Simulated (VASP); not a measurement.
Wanted: the native input for a VASP 6.6.1 run.

| Quantity | Value |
| --- | --- |
| Task | single point |
| Functional | PBEsol |
| Potentials or basis | VASP PAW PBE potentials, release 64 (Sb, In_d) |
| Cutoff | 520 eV |
| k mesh | 6 × 6 × 6 |
| Occupations | fermi-dirac, width 0.05 eV |
| Spin | no spin polarisation |
| Dipole correction | no |
| Further INCAR settings | ALGO = Normal; EDIFF = 1e-07; NBANDS = 22 |

The structure of InSb3 lies in POSCAR:

```
InSb3
1.0
    0.0000000000      3.7690874206      3.7690874206
    3.7690874206      0.0000000000      3.7690874206
    3.7690874206      3.7690874206      0.0000000000
Sb In
3 1
Direct
    0.5000000000      0.5000000000      0.5000000000
    0.7500000000      0.7500000000      0.7500000000
    0.2500000000      0.2500000000      0.2500000000
    0.0000000000      0.0000000000      0.0000000000
```

This cell differs from its parent crystal: volume scaled by 0.98.

The input as run:

INCAR

```
SYSTEM = InSb3
PREC = Accurate
ENCUT = 520
EDIFF = 1E-7
ISMEAR = -1
SIGMA = 0.05
LREAL = .False.
LASPH = .True.
NELM = 80
ALGO = Normal
ISIF = 2
LWAVE = .False.
LCHARG = .False.
GGA = PS
NBANDS = 22
```

KPOINTS

```
Automatic mesh
0
Gamma
  6 6 6
  0 0 0
```

Potentials or basis: VASP PAW PBE potentials, release 64 (Sb, In_d).

Run with:

```sh
$ cat potpaw_PBE.64/Sb/POTCAR potpaw_PBE.64/In_d/POTCAR > POTCAR
$ mpirun -np 1 vasp_std > vasp.out
```

Results of the run:

- Pressure: -2.2 GPa
- Band gap on the k mesh: zero (band 14 reaches 9.19 eV, above the bottom of band 15 at 5.77 eV)

Caveat: the PAW data sets were made with another functional, which shifts forces and pressure a little; spin-orbit coupling is left out, which moves the levels of the heavy elements.

It took 33 s on 1 thread of Intel(R) Xeon(R) Platinum 8259CL CPU @ 2.50GHz (Skylake/Cascade Lake) (shared host), peak memory 0.25 GiB.
